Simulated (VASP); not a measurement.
# MgF2 (P4_2/mnm) in VASP: further runs

Runs on MgF2. Level: PBE. Tasks: single point.

All numbers are computed with VASP 6.6.1; they aren't measurements. Logs are shortened: lines on timing, memory, paths and dates and some standing lists are left out, and cuts for length are marked.

## (1) The cell of the first run

The structure is tetragonal, space group P4_2/mnm (No. 136). The conventional cell has a = 4.628 Å, b = 4.628 Å, c = 3.059 Å, α = 90.00°, β = 90.00°, γ = 90.00°. Mg (site symmetry mmm) has 6 F at 1.98 to 2.00 Å within 2.6 Å. F (site symmetry m2m) has 3 Mg at 1.98 to 2.00 Å and 1 F at 2.58 Å within 2.6 Å.

## (2) Single point, PBE (10.92 Å³/atom)

File INCAR:

```
SYSTEM = MgF2
ALGO = Normal
EDIFF = 1E-6
ENCUT = 600
GGA = PE
GGA_COMPAT = .False.
ISIF = 2
ISMEAR = 0
LASPH = .True.
LCHARG = .True.
LELF = .True.
LREAL = .False.
LVHAR = .True.
LWAVE = .False.
NBANDS = 25
NELM = 120
PREC = Accurate
SIGMA = 0.05
```

File KPOINTS:

```
k-points
0
Gamma
  6 6 10
  0 0 0
```

File POSCAR:

```
MgF2
1.0
    4.6282104075      0.0000000000      0.0000000000
    0.0000000000      4.6282104075      0.0000000000
    0.0000000000      0.0000000000      3.0590463488
Mg F
2 4
Direct
    0.0000000000      0.0000000000      0.0000000000
    0.5000000000      0.5000000000      0.5000000000
    0.3028077832      0.3028077832      0.0000000000
    0.1971922168      0.8028077832      0.5000000000
    0.6971922168      0.6971922168      0.0000000000
    0.8028077832      0.1971922168      0.5000000000
```

Potentials or basis: VASP PAW PBE potentials, release 64 (Mg, F).

The run is started by

```
$ cat potpaw_PBE.64/Mg/POTCAR potpaw_PBE.64/F/POTCAR > POTCAR
$ mpirun -np 1 vasp_std > vasp.out
```

OUTCAR:

```text
SYSTEM = MgF2
   EDIFF = 1E-6
   ENCUT = 600
   GGA = PE
   ISIF = 2
   ISMEAR = 0
   LASPH = .True.
   LREAL = .False.
   NELM = 120
   PREC = Accurate

 ion  position               nearest neighbor table
   1  0.000  0.000  0.000-   3 1.98   5 1.98   4 2.00   6 2.00   4 2.00   6 2.00   2 3.61   2 3.61
                             2 3.61   2 3.61   2 3.61   2 3.61   2 3.61   2 3.61
   2  0.500  0.500  0.500-   4 1.98   6 1.98   5 2.00   3 2.00   3 2.00   5 2.00   1 3.61   1 3.61
                             1 3.61   1 3.61   1 3.61   1 3.61   1 3.61   1 3.61
   3  0.303  0.303  0.000-   1 1.98   2 2.00   2 2.00
   4  0.197  0.803  0.500-   2 1.98   1 2.00   1 2.00
   5  0.697  0.697  0.000-   1 1.98   2 2.00   2 2.00
   6  0.803  0.197  0.500-   2 1.98   1 2.00   1 2.00

  LATTYP: Found a simple tetragonal cell.
 ALAT       =     4.6282104075
 C/A-ratio  =     0.6609566289

  Lattice vectors:

 A1 = (   4.6282104075,   0.0000000000,   0.0000000000)
 A2 = (   0.0000000000,   4.6282104075,   0.0000000000)
 A3 = (   0.0000000000,   0.0000000000,   3.0590463488)

Analysis of symmetry for initial positions (statically):
=====================================================================
 Subroutine PRICEL returns:
 Original cell was already a primitive cell.

 Routine SETGRP: Setting up the symmetry group for a
 simple tetragonal supercell.

 Subroutine GETGRP returns: Found 16 space group operations
 (whereof  8 operations were pure point group operations)
 out of a pool of 16 trial point group operations.

The static configuration has the point symmetry D_2h.
 The point group associated with its full space group is D_4h.

Analysis of symmetry for dynamics (positions and initial velocities):
=====================================================================
 Subroutine PRICEL returns:
 Original cell was already a primitive cell.

 Routine SETGRP: Setting up the symmetry group for a
 simple tetragonal supercell.

 Subroutine GETGRP returns: Found 16 space group operations
 (whereof  8 operations were pure point group operations)
 out of a pool of 16 trial point group operations.

The dynamic configuration has the point symmetry D_2h.
 The point group associated with its full space group is D_4h.

 Subroutine INISYM returns: Found 16 space group operations
 (whereof  8 operations are pure point group operations),
 and found     1 'primitive' translations

----------------------------------------------------------------------------------------

                                     Primitive cell

  volume of cell :      65.5258

  direct lattice vectors                    reciprocal lattice vectors
     4.628210408  0.000000000  0.000000000     0.216066236  0.000000000  0.000000000
     0.000000000  4.628210408  0.000000000     0.000000000  0.216066236  0.000000000
     0.000000000  0.000000000  3.059046349     0.000000000  0.000000000  0.326899264

  length of vectors
     4.628210408  4.628210408  3.059046349     0.216066236  0.216066236  0.326899264

  position of ions in fractional coordinates (direct lattice)
     0.000000000  0.000000000  0.000000000
     0.500000000  0.500000000  0.500000000
     0.302807783  0.302807783  0.000000000
     0.197192217  0.802807783  0.500000000
     0.697192217  0.697192217  0.000000000
     0.802807783  0.197192217  0.500000000

  ion indices of the primitive-cell ions
   primitive index   ion index
                 1           1
                 2           2
                 3           3
                 4           4
                 5           5
                 6           6

----------------------------------------------------------------------------------------

 KPOINTS: k-points

Automatic generation of k-mesh.
 Grid dimensions read from file:
 generate k-points for:    6    6   10

 Generating k-lattice:

  Cartesian coordinates                     Fractional coordinates (reciprocal lattice)
     0.036011039  0.000000000  0.000000000     0.166666667  0.000000000  0.000000000
     0.000000000  0.036011039  0.000000000     0.000000000  0.166666667  0.000000000
     0.000000000  0.000000000  0.032689926     0.000000000  0.000000000  0.100000000

  Length of vectors
     0.036011039  0.036011039  0.032689926

  Shift w.r.t. Gamma in fractional coordinates (k-lattice)
     0.000000000  0.000000000  0.000000000

 Subroutine IBZKPT returns following result:
 ===========================================

 Found     60 irreducible k-points:

 Following reciprocal coordinates:
            Coordinates               Weight
  0.000000  0.000000  0.000000      1.000000
  0.166667  0.000000  0.000000      4.000000
  0.333333  0.000000  0.000000      4.000000
  0.500000  0.000000  0.000000      2.000000
  0.166667  0.166667  0.000000      4.000000
  0.333333  0.166667  0.000000      8.000000
[... 16 lines left out ...]
  0.333333  0.000000  0.200000      8.000000
  0.500000  0.000000  0.200000      4.000000
 [... further k-points ...]
   k-points           NKPTS =     60   k-points in BZ     NKDIM =     60   number of bands    NBANDS=     25
   number of dos      NEDOS =    301   number of ions     NIONS =      6
   total plane-waves  NPLWV =  38400
   dimension x,y,z NGX =    40 NGY =   40 NGZ =   24
   dimension x,y,z NGXF=    80 NGYF=   80 NGZF=   48
   ions per type =               2   4
   NGX,Y,Z   is equivalent  to a cutoff of  14.37, 14.37, 13.04 a.u.
   NGXF,Y,Z  is equivalent  to a cutoff of  28.74, 28.74, 26.09 a.u.
 SYSTEM =  MgF2
   PREC   = accura    normal or accurate (medium, high low for compatibility)
   ISTART =      0    job   : 0-new  1-cont  2-samecut
   ICHARG =      2    charge: 1-file 2-atom 10-const
   ISPIN  =      1    spin polarized calculation?
   LNONCOLLINEAR =      F non collinear calculations
   LSORBIT =      F    spin-orbit coupling
   LASPH  =      T    aspherical Exc in radial PAW
   ENCUT  =  600.0 eV  44.10 Ry    6.64 a.u.   9.24  9.24  6.11*2*pi/ulx,y,z
   NELM   =    120;   NELMIN=  2; NELMDL= -5     # of ELM steps
   EDIFF  = 0.1E-05   stopping-criterion for ELM
   LREAL  =      F    real-space projection
   EDIFFG = 0.1E-04   stopping-criterion for IOM
   NSW    =      0    number of steps for IOM
   IBRION =     -1    ionic relax: 0-MD 1-quasi-New 2-CG
   NFREE  =      0    steps in history (QN), initial steepest desc. (CG)
   ISIF   =      2    stress and relaxation
   ISYM   =      2    0-nonsym 1-usesym 2-fastsym
   POTIM  = 0.5000    time-step for ionic-motion
   TEBEG  =    0.0;   TEEND  =   0.0 temperature during run
   PSTRESS=    0.0 pullay stress
   NELECT =      32.0000    total number of electrons
   NUPDOWN=      -1.0000    fix difference up-down
   EMIN   =  10.00;   EMAX   =-10.00  energy-range for DOS
   EFERMI =   0.00;   METHOD = LEGACY
   ISMEAR =     0;   SIGMA  =   0.05  broadening in eV -4-tet -1-fermi 0-gaus
   EFERMI_NEDOS =   21; number of points for ismear=-14 and -15
   IALGO  =     38    algorithm
   IMIX   =      4    mixing-type and parameters
     AMIX     =   0.40;   BMIX     =  1.00
     AMIX_MAG =   1.60;   BMIX_MAG =  1.00
  volume/ion in A,a.u.               =      10.92        73.70
  Fermi-wavevector in a.u.,A,eV,Ry     =   1.289201  2.436237 22.613428  1.662040
  Thomas-Fermi vector in A             =   2.421109
   LORBIT       =      0    0 simple, 1 ext, 2 COOP (PROOUT), +10 PAW based schemes
   GGA     = PE    functional components
   LHFCALC =     F    Hartree Fock is set to
   AEXX    =    0.0000 exact exchange contribution
   IVDW    =     0    specifies the selected vdW correction
   LEPSILON=     F    determine dielectric tensor
   LRPA    =     F    only Hartree local field effects (RPA)
 non-spin polarized calculation
 Gauss-broadening in eV      SIGMA  =   0.05
  energy-cutoff  :      600.00
  volume of cell :       65.53
 maximum number of plane-waves:      2212
 NGX is ok and might be reduce to    40
   NGX = 19   NGY = 19   NGZ = 13

 number of electron      32.0000024 magnetization

 Free energy of the ion-electron system (eV)
  ---------------------------------------------------
  ext. energy  EPLUGINS =         0.00000000
  ---------------------------------------------------
  free energy    TOTEN  =       -31.52710722 eV

  energy without entropy =      -31.52710722  energy(sigma->0) =      -31.52710722

 E-fermi :  -0.9885     XC(G=0):  -9.7131

 val. band max:       -1.2340269952   @ k =   0.0000   0.0000   0.0000
 cond. band min:       5.8321705265   @ k =   0.0000   0.0000   0.0000
 fundamental gap:      7.0661975217
 Fermi energy:        -0.9884982718

 k-point     1 :       0.0000    0.0000    0.0000
  band No.  band energies     occupation
      1     -21.9664      2.00000
      2     -21.1713      2.00000
      3     -21.1713      2.00000
      4     -21.0782      2.00000
      5      -5.2933      2.00000
      6      -3.7168      2.00000
[... 17 lines left out ...]
     24      17.2458      0.00000
     25      17.2458      0.00000

 k-point     2 :       0.1667    0.0000    0.0000
  band No.  band energies     occupation
      1     -21.9222      2.00000
      2     -21.2570      2.00000
      3     -21.1589      2.00000
      4     -21.0552      2.00000
      5      -5.1907      2.00000
      6      -3.6803      2.00000
[... 17 lines left out ...]
     24      16.9803      0.00000
     25      17.3580      0.00000

 k-point     3 :       0.3333    0.0000    0.0000
  band No.  band energies     occupation
      1     -21.7982      2.00000
      2     -21.4253      2.00000
      3     -21.1263      2.00000
      4     -21.0556      2.00000
      5      -4.9178      2.00000
      6      -4.1152      2.00000
[... 552 lines left out ...]
 k-point    23 :       0.3333    0.0000    0.2000
  band No.  band energies     occupation
      1     -21.6880      2.00000
      2     -21.3690      2.00000
      3     -21.1148      2.00000
      4     -21.0709      2.00000
      5      -4.7216      2.00000
      6      -4.0170      2.00000
[... 17 lines left out ...]
     24      15.9527      0.00000
     25      16.0434      0.00000

 k-point    24 :       0.5000    0.0000    0.2000
  band No.  band energies     occupation
      1     -21.5346      2.00000
      2     -21.5346      2.00000
      3     -21.0886      2.00000
      4     -21.0886      2.00000
      5      -4.3876      2.00000
      6      -4.3876      2.00000
[... 17 lines left out ...]
     24      15.3420      0.00000
     25      16.6660      0.00000

 [... further k-points ...]
[... 5 lines left out ...]
  --------------------------------------------------------------------------------------
  -------------------------------------------------------------------------------------
  Total        1.2540452      1.2540452      1.2145791      0.0000000      0.0000000      0.0000000
  in kB       30.6627801     30.6627801     29.6977908      0.0000000      0.0000000      0.0000000
  external PRESSURE =      30.3411170 kB  Pullay stress =       0.0000000 kB

 VOLUME and BASIS-vectors are now :
 -----------------------------------------------------------------------------
  energy-cutoff  :      600.00
  volume of cell :       65.53
      direct lattice vectors                 reciprocal lattice vectors
     4.628210408  0.000000000  0.000000000     0.216066236  0.000000000  0.000000000
     0.000000000  4.628210408  0.000000000     0.000000000  0.216066236  0.000000000
     0.000000000  0.000000000  3.059046349     0.000000000  0.000000000  0.326899264

 POSITION                                       TOTAL-FORCE (eV/Angst)
 -----------------------------------------------------------------------------------
      0.00000      0.00000      0.00000         0.000000     -0.000000     -0.000000
      2.31411      2.31411      1.52952         0.000000     -0.000000     -0.000000
      1.40146      1.40146      0.00000         0.001181      0.001181      0.000000
      0.91265      3.71556      1.52952        -0.001181      0.001181      0.000000
      3.22675      3.22675      0.00000        -0.001181     -0.001181     -0.000000
      3.71556      0.91265      1.52952         0.001181     -0.001181     -0.000000
 -----------------------------------------------------------------------------------
    total drift:                                0.000000     -0.000000      0.000000

  FREE ENERGIE OF THE ION-ELECTRON SYSTEM (eV)
  ---------------------------------------------------
  free  energy   TOTEN  =       -31.5271072177 eV

  energy  without entropy=      -31.5271072177  energy(sigma->0) =      -31.52710722
```

Run time: 44 s. Hardware: 1 thread of Intel Xeon Platinum 8559C (Emerald Rapids), shared host; peak memory 0.24 GiB.

What came out:

```yaml
Free_energy: -31.5271 eV
Pressure: 3.0 GPa
Band_gap_on_the_k_mesh: 7.07 eV
```

Stress tensor (GPa, compression positive):
```
3.07 0.00 0.00
0.00 3.07 0.00
0.00 0.00 2.97
```

Caveat: the cell stands under pressure. A k mesh can miss the band edges.

(Continued in part 2 of 2.)
